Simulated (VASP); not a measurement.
Input of a VASP 6.6.1 run:

File INCAR:

```
SYSTEM = Si7Sn
  PREC = Accurate
  ENCUT = 520
  EDIFF = 1E-7
  ISMEAR = 0
  SIGMA = 0.1
  LREAL = .FALSE.
  LASPH = .TRUE.
  NELM = 100
  ALGO = Normal
  ISIF = 2
  LWAVE = .FALSE.
  LCHARG = .FALSE.
  GGA = PE
  NBANDS = 31
```

File KPOINTS:

```
Automatic mesh
0
G
  8 8 8
  0 0 0
```

File POSCAR:

```
Si7Sn
1.0
   -3.2112254701      3.2112254701      3.2112254701
    3.2112254701     -3.2112254701      3.2112254701
    3.2112254701      3.2112254701     -3.2112254701
Si Sn
7 1
Direct
    0.0000000000      0.5000000000      0.5000000000
    0.5000000000      0.5000000000      0.0000000000
    0.5000000000      0.0000000000      0.5000000000
    0.0000000000      0.0000000000      0.5000000000
    0.0000000000      0.5000000000      0.0000000000
    0.5000000000      0.0000000000      0.0000000000
    0.5000000000      0.5000000000      0.5000000000
    0.0000000000      0.0000000000      0.0000000000
```

Potentials or basis: VASP PAW PBE potentials, release 64 (Si, Sn_d).

The run is started by

```console
$ cat potpaw_PBE.64/Si/POTCAR potpaw_PBE.64/Sn_d/POTCAR > POTCAR
$ mpirun -np 1 vasp_std > vasp.out
```

**Question.** Estimate the pressure.

**Answer.** 0.0 GPa.

**Question.** What does it give for the band gap on the k mesh?

**Answer.** Zero (band 21 reaches 11.85 eV, above the bottom of band 22 at 8.51 eV).

Caveat: spin-orbit coupling is left out, which moves the levels of the heavy elements.
